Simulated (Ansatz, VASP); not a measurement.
**One calculation of HfO2, two programs**

```
Hf O
1.0
     5.28719    0.00000    0.00000
     0.00000    5.06897    0.00000
     0.00000    0.00000    5.09575
Hf O
4 8
Direct
  0.03296 0.26696 0.24135
  0.46704 0.26696 0.74135
  0.53296 0.73304 0.24135
  0.96704 0.73304 0.74135
  0.36693 0.06993 0.38029
  0.13307 0.06993 0.88029
  0.73267 0.46079 0.49136
  0.76733 0.46079 0.99136
  0.26733 0.53921 0.99136
  0.23267 0.53921 0.49136
  0.86693 0.93007 0.38029
  0.63307 0.93007 0.88029
```

Alike in both runs: functional PBE; k mesh 4 × 4 × 4; occupations gaussian, width 0.1 eV; no spin polarisation.

Ansatz relaxed the structure, and its values are those at the end. VASP's run is a single point on that final structure, the one shown.

```csv
,VASP,Ansatz
version,VASP 6.6.1,Ansatz 0.2.0
potentials or method,"VASP PAW PBE potentials, release 64 (Hf_pv, O), cutoff 520 eV","scalar-relativistic, plane waves, PAW"
valence electrons in the cell,88,152
```

VASP gave:

```
gap on the k mesh at the Fermi level (eV) : 4.34
least direct gap on the mesh (eV)         : 4.54
pressure (GPa)                            : -3.1
rms of the force components (eV/Å)        : 0.039
```

Estimate Ansatz's values.

gap on the k mesh at the Fermi level (eV): 4.39; least direct gap on the mesh (eV): 4.58; pressure (GPa): 0.1; rms of the force components (eV/Å): 0.019.

VASP's potentials hold 88 valence electrons a cell and Ansatz's 152, so a difference there can come from the potentials and not from the codes.

Neither program's run includes spin-orbit coupling.
